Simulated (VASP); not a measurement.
Write the native input for VASP 6.6.1 that does the following.

```
Task                   : single point
Functional             : PBE
Potentials or basis    : VASP PAW PBE potentials, release 64 (Bi_d, Br)
Cutoff                 : 520 eV
k mesh                 : 3 × 3 × 4
Occupations            : gaussian, width 0.1 eV
Spin                   : no spin polarisation
Dipole correction      : no
Further INCAR settings : ALGO = Normal; EDIFF = 1e-06; NBANDS = 46
```

The structure of Bi3Br4 lies in POSCAR:

```
Bi3Br4
1.0
    6.6543296826      0.0000000000      0.0000000000
   -3.3271648413      5.7628185503      0.0000000000
    0.0000000000      0.0000000000      5.5955573224
Bi Br
3 4
Direct
    0.0000000000      0.5000000000      0.0000000000
    0.5000000000      0.0000000000      0.0000000000
    0.5000000000      0.5000000000      0.0000000000
    0.0000000000      0.0000000000      0.2593929244
    0.0000000000      0.0000000000      0.7406070756
    0.3333333333      0.6666666667      0.5000000000
    0.6666666667      0.3333333333      0.5000000000
```

The cell was generated, and may not be a known phase.

The input as run:

INCAR

```
SYSTEM = Bi3Br4
PREC     = Accurate       ! precision mode
ENCUT    = 520            ! plane-wave cutoff, eV
EDIFF    = 1E-6           ! SCF threshold, eV
ISMEAR   = 0              ! smearing method
SIGMA    = 0.1            ! smearing width, eV
LREAL    = .False.        ! projectors in reciprocal space
LASPH    = .True.         ! aspherical terms in the spheres
NELM     = 100            ! most SCF steps
ALGO     = Normal         ! electronic algorithm
ISIF     = 2              ! what is computed and relaxed
LWAVE    = .False.        ! write WAVECAR
LCHARG   = .False.        ! write CHGCAR
GGA      = PE             ! functional
NBANDS   = 46             ! bands
```

KPOINTS

```
Automatic mesh
0
Gamma
  3 3 4
  0 0 0
```

Potentials or basis: VASP PAW PBE potentials, release 64 (Bi_d, Br).

Launch:

```bash
$ cat potpaw_PBE.64/Bi_d/POTCAR potpaw_PBE.64/Br/POTCAR > POTCAR
$ mpirun -np 1 vasp_std > vasp.out
```

It gave:

The pressure is 0.0 GPa and the largest force is 0.004 eV/Å. The band gap on the k mesh is zero (an odd number of electrons rules out a gap without spin polarisation).

Caveat: the k points lie up to 0.36 Å⁻¹ apart, too coarse for converged energies and pressures of a metal; spin-orbit coupling is left out, which moves the levels of the heavy elements; an odd number of electrons without spin polarisation forces a metal; a magnetic or distorted state may lie lower.

It took 62 s on 1 thread of AMD EPYC 9755 128-Core Processor, on a shared host, peak memory 0.31 GiB.
